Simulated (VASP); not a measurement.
# Zn (P6_3/mmc) in VASP: further runs

Zn is run at these levels: r2SCAN; tasks: relaxation of cell and atoms, single point.

Program: VASP 6.6.1. These are calculated values, not measurements. Logs are shortened: lines on timing, memory, paths and dates and some standing lists are left out, and cuts for length are marked.

## Step 1: The cell of the first run

It takes space group P6_3/mmc (No. 194, hexagonal). The conventional cell has a = 2.596 Å, b = 2.596 Å, c = 4.981 Å, α = 90.00°, β = 90.00°, γ = 120.00°. Within 3.4 Å of Zn (site symmetry -6m2) lie 12 Zn at 2.60 to 2.91 Å.

## Step 2: Relaxation of cell and atoms, r2SCAN

Contents of POSCAR:

```
Zn
1.0
    2.5956283072      0.0000000000      0.0000000000
   -1.2978141536      2.2478800528      0.0000000000
    0.0000000000      0.0000000000      4.9810820616
Zn
2
Direct
    0.3333333333      0.6666666667      0.2500000000
    0.6666666667      0.3333333333      0.7500000000
```

Contents of INCAR.step1:

```
SYSTEM = Zn
  PREC = Accurate
  ENCUT = 600
  ISMEAR = -1
  SIGMA = 0.15
  LREAL = .FALSE.
  LASPH = .TRUE.
  NELM = 100
  GGA = PE
  ALGO = Normal
  EDIFF = 1E-4
  LWAVE = .TRUE.
  LCHARG = .FALSE.
```

Contents of INCAR.step2:

```
SYSTEM = Zn
  PREC = Accurate
  ENCUT = 600
  EDIFF = 1E-6
  ISMEAR = -1
  SIGMA = 0.15
  LREAL = .FALSE.
  LASPH = .TRUE.
  NELM = 100
  ALGO = Normal
  ISIF = 3
  LWAVE = .FALSE.
  LCHARG = .FALSE.
  METAGGA = R2SCAN
  LMIXTAU = .TRUE.
  IBRION = 2
  NSW = 80
  EDIFFG = -0.001
  ISTART = 1
```

Contents of KPOINTS:

```
regular mesh
0
G
  15 15 8
  0 0 0
```

Potentials or basis: VASP PAW PBE potentials, release 64 (Zn).

Command:

```bash
cat potpaw_PBE.64/Zn/POTCAR > POTCAR
cp INCAR.step1 INCAR
mpirun -np 1 vasp_std > vasp.out
cp INCAR.step2 INCAR
mpirun -np 1 vasp_std > vasp.out
```

OUTCAR:

```text
SYSTEM = Zn
   PREC = Accurate
   ENCUT = 600
   EDIFF = 1E-6
   ISMEAR = -1
   LREAL = .FALSE.
   LASPH = .TRUE.
   NELM = 100
   ISIF = 3
   METAGGA = R2SCAN
   IBRION = 2
   NSW = 80
   EDIFFG = -0.001
   ISTART = 1

 ion  position               nearest neighbor table
   1  0.333  0.667  0.250-   2 2.91   2 2.91   2 2.91   2 2.91   2 2.91   2 2.91
   2  0.667  0.333  0.750-   1 2.91   1 2.91   1 2.91   1 2.91   1 2.91   1 2.91

  LATTYP: Found a hexagonal cell.
 ALAT       =     2.5956283072
 C/A-ratio  =     1.9190274847

  Lattice vectors:

 A1 = (   2.5956283072,   0.0000000000,   0.0000000000)
 A2 = (  -1.2978141536,   2.2478800528,   0.0000000000)
 A3 = (   0.0000000000,   0.0000000000,   4.9810820616)

Analysis of symmetry for initial positions (statically):
=====================================================================
 Subroutine PRICEL returns:
 Original cell was already a primitive cell.

 Routine SETGRP: Setting up the symmetry group for a
 hexagonal supercell.

 Subroutine GETGRP returns: Found 24 space group operations
 (whereof 12 operations were pure point group operations)
 out of a pool of 24 trial point group operations.

The static configuration has the point symmetry D_3d.
 The point group associated with its full space group is D_6h.

Analysis of symmetry for dynamics (positions and initial velocities):
=====================================================================
 Subroutine PRICEL returns:
 Original cell was already a primitive cell.

 Routine SETGRP: Setting up the symmetry group for a
 hexagonal supercell.

 Subroutine GETGRP returns: Found 24 space group operations
 (whereof 12 operations were pure point group operations)
 out of a pool of 24 trial point group operations.

The dynamic configuration has the point symmetry D_3d.
 The point group associated with its full space group is D_6h.

 Subroutine INISYM returns: Found 24 space group operations
 (whereof 12 operations are pure point group operations),
 and found     1 'primitive' translations

----------------------------------------------------------------------------------------

                                     Primitive cell

  volume of cell :      29.0629

  direct lattice vectors                    reciprocal lattice vectors
     2.595628307  0.000000000  0.000000000     0.385263174  0.222431797  0.000000000
    -1.297814154  2.247880053  0.000000000     0.000000000  0.444863594  0.000000000
     0.000000000  0.000000000  4.981082062     0.000000000  0.000000000  0.200759592

  length of vectors
     2.595628307  2.595628307  4.981082062     0.444863594  0.444863594  0.200759592

  position of ions in fractional coordinates (direct lattice)
     0.333333333  0.666666667  0.250000000
     0.666666667  0.333333333  0.750000000

  ion indices of the primitive-cell ions
   primitive index   ion index
                 1           1
                 2           2

----------------------------------------------------------------------------------------

 KPOINTS: regular mesh

Automatic generation of k-mesh.
 Grid dimensions read from file:
 generate k-points for:   15   15    8

 Generating k-lattice:

  Cartesian coordinates                     Fractional coordinates (reciprocal lattice)
     0.025684212  0.014828786  0.000000000     0.066666667  0.000000000  0.000000000
     0.000000000  0.029657573  0.000000000     0.000000000  0.066666667  0.000000000
     0.000000000  0.000000000  0.025094949     0.000000000  0.000000000  0.125000000

  Length of vectors
     0.029657573  0.029657573  0.025094949

  Shift w.r.t. Gamma in fractional coordinates (k-lattice)
     0.000000000  0.000000000  0.000000000

 Subroutine IBZKPT returns following result:
 ===========================================

 Found    135 irreducible k-points:

 Following reciprocal coordinates:
            Coordinates               Weight
  0.000000  0.000000  0.000000      1.000000
  0.066667  0.000000  0.000000      6.000000
  0.133333  0.000000  0.000000      6.000000
  0.200000 -0.000000  0.000000      6.000000
  0.266667  0.000000  0.000000      6.000000
  0.333333 -0.000000  0.000000      6.000000
[... 16 lines left out ...]
  0.333333  0.200000  0.000000     12.000000
  0.400000  0.200000  0.000000      6.000000
 [... further k-points ...]
   k-points           NKPTS =    135   k-points in BZ     NKDIM =    135   number of bands    NBANDS=     16
   number of dos      NEDOS =    301   number of ions     NIONS =      2
   total plane-waves  NPLWV =  23040
   dimension x,y,z NGX =    24 NGY =   24 NGZ =   40
   dimension x,y,z NGXF=    48 NGYF=   48 NGZF=   80
   ions per type =               2
   NGX,Y,Z   is equivalent  to a cutoff of  15.37, 15.37, 13.35 a.u.
   NGXF,Y,Z  is equivalent  to a cutoff of  30.74, 30.74, 26.70 a.u.
 SYSTEM =  Zn
   PREC   = accura    normal or accurate (medium, high low for compatibility)
   ISTART =      1    job   : 0-new  1-cont  2-samecut
   ICHARG =      0    charge: 1-file 2-atom 10-const
   ISPIN  =      1    spin polarized calculation?
   LNONCOLLINEAR =      F non collinear calculations
   LSORBIT =      F    spin-orbit coupling
   LASPH  =      T    aspherical Exc in radial PAW
   ENCUT  =  600.0 eV  44.10 Ry    6.64 a.u.   5.18  5.18  9.95*2*pi/ulx,y,z
   NELM   =    100;   NELMIN=  2; NELMDL=  0     # of ELM steps
   EDIFF  = 0.1E-05   stopping-criterion for ELM
   LREAL  =      F    real-space projection
   EDIFFG = -.1E-02   stopping-criterion for IOM
   NSW    =     80    number of steps for IOM
   IBRION =      2    ionic relax: 0-MD 1-quasi-New 2-CG
   NFREE  =      1    steps in history (QN), initial steepest desc. (CG)
   ISIF   =      3    stress and relaxation
   ISYM   =      2    0-nonsym 1-usesym 2-fastsym
   POTIM  = 0.5000    time-step for ionic-motion
   TEBEG  =    0.0;   TEEND  =   0.0 temperature during run
   PSTRESS=    0.0 pullay stress
   NELECT =      24.0000    total number of electrons
   NUPDOWN=      -1.0000    fix difference up-down
   EMIN   =  10.00;   EMAX   =-10.00  energy-range for DOS
   EFERMI =   0.00;   METHOD = LEGACY
   ISMEAR =    -1;   SIGMA  =   0.15  broadening in eV -4-tet -1-fermi 0-gaus
   EFERMI_NEDOS =   21; number of points for ismear=-14 and -15
   IALGO  =     38    algorithm
   IMIX   =      4    mixing-type and parameters
     AMIX     =   0.40;   BMIX     =  1.00
     AMIX_MAG =   1.60;   BMIX_MAG =  1.00
  volume/ion in A,a.u.               =      14.53        98.06
  Fermi-wavevector in a.u.,A,eV,Ry     =   1.535909  2.902447 32.096365  2.359016
  Thomas-Fermi vector in A             =   2.642632
   LORBIT       =      0    0 simple, 1 ext, 2 COOP (PROOUT), +10 PAW based schemes
   METAGGA = R2SCAN    functional components
   LHFCALC =     F    Hartree Fock is set to
   AEXX    =    0.0000 exact exchange contribution
   IVDW    =     0    specifies the selected vdW correction
   LEPSILON=     F    determine dielectric tensor
   LRPA    =     F    only Hartree local field effects (RPA)
 conjugate gradient relaxation of ions
 non-spin polarized calculation
  energy-cutoff  :      600.00
  volume of cell :       29.06
 maximum number of plane-waves:       982
 NGX is ok and might be reduce to    24
   NGX = 11   NGY = 11   NGZ = 19

--------------------------------------- Ionic step        1  -------------------------------------------

 number of electron      24.0000027 magnetization

 Free energy of the ion-electron system (eV)
  ---------------------------------------------------
  ext. energy  EPLUGINS =         0.00000000
  ---------------------------------------------------
  free energy    TOTEN  =       -17.81764120 eV

  energy without entropy =      -17.79449750  energy(sigma->0) =      -17.80606935

------------------------ aborting loop because EDIFF is reached ----------------------------------------

  FORCE on cell =-STRESS in cart. coord.  units (eV):
  Direction    XX          YY          ZZ          XY          YZ          ZX
  --------------------------------------------------------------------------------------
  -------------------------------------------------------------------------------------
  Total        0.0637437      0.0637437      0.0977309      0.0000000      0.0000000      0.0000000
  in kB        3.5140571      3.5140571      5.3876990      0.0000000      0.0000000      0.0000000
  external PRESSURE =       4.1386044 kB  Pullay stress =       0.0000000 kB
[... 89 lines left out ...]
  FREE ENERGIE OF THE ION-ELECTRON SYSTEM (eV)
  ---------------------------------------------------
  free  energy   TOTEN  =       -17.8177089769 eV

  energy  without entropy=      -17.7944391770  energy(sigma->0) =      -17.80607408

[... ionic steps 4 to 33 ...]

--------------------------------------- Ionic step       34  -------------------------------------------

 number of electron      24.0000031 magnetization

------------------------ aborting loop because EDIFF is reached ----------------------------------------

  FORCE on cell =-STRESS in cart. coord.  units (eV):
  Direction    XX          YY          ZZ          XY          YZ          ZX
  --------------------------------------------------------------------------------------
  -------------------------------------------------------------------------------------
  Total        0.0018081      0.0018081     -0.0034213      0.0000000      0.0000000      0.0000000
  in kB        0.0988776      0.0988776     -0.1870962      0.0000000      0.0000000      0.0000000
  external PRESSURE =       0.0035530 kB  Pullay stress =       0.0000000 kB
[... 57 lines left out ...]
  energy  without entropy=      -17.7949042405  energy(sigma->0) =      -17.80639620

--------------------------------------- Ionic step       36  -------------------------------------------

 number of electron      24.0000031 magnetization

 Free energy of the ion-electron system (eV)
  ---------------------------------------------------
  ext. energy  EPLUGINS =         0.00000000
  ---------------------------------------------------
  free energy    TOTEN  =       -17.81788799 eV

  energy without entropy =      -17.79490386  energy(sigma->0) =      -17.80639592

 E-fermi :   3.2266     XC(G=0): -12.8334

 val. band max:        3.1594381959   @ k =   0.0667   0.0000   0.2500
 cond. band min:       3.3925229470   @ k =   0.2667   0.0000   0.1250
 fundamental gap:      0.2330847511
 Fermi energy:         3.2265810880

 k-point     1 :       0.0000    0.0000    0.0000
  band No.  band energies     occupation
      1      -7.9359      2.00000
      2      -6.0132      2.00000
      3      -5.1765      2.00000
      4      -4.8693      2.00000
      5      -4.8692      2.00000
      6      -4.8245      2.00000
[... 8 lines left out ...]
     15      20.3828      0.00000
     16      23.1385      0.00000
[... 420 lines left out ...]
  band No.  band energies     occupation
      1      -5.4017      2.00000
      2      -5.3061      2.00000
      3      -5.2792      2.00000
      4      -4.8955      2.00000
      5      -4.8021      2.00000
      6      -4.6855      2.00000
[... 8 lines left out ...]
     15       8.1814      0.00000
     16       8.8130      0.00000

 [... further k-points ...]
[... 5 lines left out ...]
  --------------------------------------------------------------------------------------
  -------------------------------------------------------------------------------------
  Total        0.0013361      0.0013361     -0.0017966      0.0000000     -0.0000000      0.0000000
  in kB        0.0730667      0.0730667     -0.0982503      0.0000000     -0.0000000      0.0000000
  external PRESSURE =       0.0159610 kB  Pullay stress =       0.0000000 kB
[... 17 lines left out ...]
  FREE ENERGIE OF THE ION-ELECTRON SYSTEM (eV)
  ---------------------------------------------------
  free  energy   TOTEN  =       -17.8178879876 eV

  energy  without entropy=      -17.7949038569  energy(sigma->0) =      -17.80639592

 reached required accuracy - stopping structural energy minimisation
```

Wall time 33 min (1 thread of AMD EPYC 9R45 (Zen 5), shared host); peak memory 0.18 GiB.

Results:

* Free energy: -17.8179 eV
* Relaxed volume: 14.65 Å³/atom
* Relaxed cell: a = 2.595 Å, b = 2.595 Å, c = 5.022 Å, α = 90.00°, β = 90.00°, γ = 120.00°
* Space group after relaxing (to 0.1 Å): P6_3/mmc (No. 194)
* Energy gained by relaxing: 0.1 meV/atom
* Ionic steps: 36
* Pressure after relaxing: 0.0 GPa
* Band gap on the k mesh: zero (bands 12 and 13 overlap by 5.22 eV)

The path:
| step | energy change (eV) | largest force (eV/Å) | pressure (GPa) | volume (Å³) |
| --- | --- | --- | --- | --- |
| 1 | 0.0000 | 0.0000 | 0.41 | 29.06 |
| 2 | -0.0001 | 0.0000 | -0.04 | 29.22 |
| 3 | -0.0001 | 0.0000 | -0.06 | 29.22 |
| 4 | -0.0002 | 0.0000 | -0.09 | 29.25 |
| 5 | -0.0002 | 0.0000 | -0.11 | 29.30 |
| 6 | -0.0003 | 0.0000 | 0.18 | 29.24 |
| 7 | -0.0003 | 0.0000 | 0.09 | 29.27 |
| 8 | -0.0002 | 0.0000 | -0.06 | 29.28 |
| 9 | -0.0003 | 0.0000 | 0.05 | 29.28 |
| 10 | -0.0003 | 0.0000 | 0.04 | 29.28 |
| 11 | -0.0003 | 0.0000 | 0.05 | 29.28 |
| 12 | -0.0003 | 0.0000 | 0.03 | 29.28 |
| 13 | -0.0002 | 0.0000 | -0.15 | 29.30 |
| 14 | -0.0003 | 0.0000 | 0.05 | 29.29 |
| 15 | -0.0002 | 0.0000 | 0.01 | 29.29 |
| 16 | -0.0002 | 0.0000 | 0.00 | 29.29 |
| 17 | -0.0002 | 0.0000 | 0.01 | 29.29 |
| 18 | -0.0002 | 0.0000 | -0.02 | 29.29 |
| 19 | -0.0002 | 0.0000 | 0.02 | 29.29 |
| 20 | -0.0002 | 0.0000 | 0.01 | 29.29 |
| 21 | -0.0002 | 0.0000 | 0.00 | 29.29 |
| 22 | -0.0002 | 0.0000 | 0.01 | 29.30 |
| 23 | -0.0002 | 0.0000 | -0.01 | 29.30 |
| 24 | -0.0002 | 0.0000 | 0.08 | 29.30 |
| 25 | -0.0002 | 0.0000 | -0.01 | 29.30 |
| 26 | -0.0002 | 0.0000 | -0.05 | 29.30 |
| 27 | -0.0002 | 0.0000 | 0.01 | 29.30 |
| 28 | -0.0002 | 0.0000 | 0.04 | 29.30 |
| 29 | -0.0002 | 0.0000 | 0.02 | 29.30 |
| 30 | -0.0002 | 0.0000 | 0.03 | 29.30 |
| 31 | -0.0002 | 0.0000 | 0.02 | 29.30 |
| 32 | -0.0002 | 0.0000 | 0.01 | 29.30 |
| 33 | -0.0002 | 0.0000 | 0.00 | 29.30 |
| 34 | -0.0002 | 0.0000 | 0.00 | 29.30 |
| 35 | -0.0002 | 0.0000 | 0.01 | 29.30 |
| 36 | -0.0002 | 0.0000 | 0.00 | 29.30 |

Final structure:
```xyz
2
Lattice="2.5954 0.0000 0.0000 -1.2977 2.2477 0.0000 0.0000 0.0000 5.0222" Properties=species:S:1:pos:R:3 pbc="T T T"
Zn    0.0000    1.4985    1.2555
Zn    1.2977    0.7492    3.7666
```

Levels at points of the mesh, in eV from the Fermi level:
| k point | band 8 | band 9 | band 10 | band 11 | band 12 | band 13 | band 14 | band 15 | band 16 |
| --- | --- | --- | --- | --- | --- | --- | --- | --- | --- |
| (0.00, 0.00, 0.00) | -7.63 | -7.63 | -7.45 | -7.45 | -4.14 | -3.58 | 13.27 | 17.16 | 19.91 |
| (0.00, 0.00, 0.50) | -8.07 | -7.53 | -7.53 | -7.53 | -7.53 | 4.16 | 4.16 | 21.26 | 21.26 |

Caveat: the PAW data sets were made with another functional, which shifts forces and pressure a little.

[end of part 1 of 2]
